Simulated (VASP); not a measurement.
## CsBr: single point with r2SCAN

CsBr:

```
CELL_PARAMETERS angstrom
4.14228 0.00000 0.00000
0.00000 4.14228 0.00000
0.00000 0.00000 4.14228
ATOMIC_POSITIONS crystal
Cs 0.00000 0.00000 0.00000
Br 0.50000 0.50000 0.50000
```

```
Program                : VASP 6.6.1
Task                   : single point
Functional             : r2SCAN
Potentials or basis    : VASP PAW PBE potentials, release 64 (Cs_sv, Br)
Cutoff                 : 550 eV
k mesh                 : 6 × 6 × 6
Occupations            : gaussian, width 0.02 eV
Spin                   : no spin polarisation
Dipole correction      : no
Further INCAR settings : ALGO = Normal; EDIFF = 1e-06; NBANDS = 15
```

```
Pressure               : 2.9 GPa
Band gap on the k mesh : 5.24 eV
```

Levels at points of the mesh, in eV from the valence-band top:
```tsv
k point	band 4	band 5	band 6	band 7	band 8	band 9	band 10	band 11	band 12	band 13
(0.00, 0.00, 0.00)	-6.39	-6.39	0.00	0.00	0.00	5.24	5.24	5.75	10.10	10.10
(0.50, 0.00, 0.00)	-6.23	-6.23	-1.56	-0.32	-0.32	6.41	8.46	8.89	9.14	9.97
(0.50, 0.50, 0.00)	-7.19	-6.14	-0.62	-0.62	-0.06	5.88	6.18	7.92	7.92	12.40
(0.50, 0.50, 0.50)	-6.91	-6.91	-1.48	-1.48	-1.48	9.49	9.49	9.49	10.44	10.44
```

Run time: 110 s on 1 thread of Intel Xeon 8259CL (shared host), peak memory 0.19 GiB.

Caveat: the PAW data sets were made with another functional, which shifts forces and pressure a little; spin-orbit coupling is left out, which moves the levels of the heavy elements. A k mesh can miss the band edges.
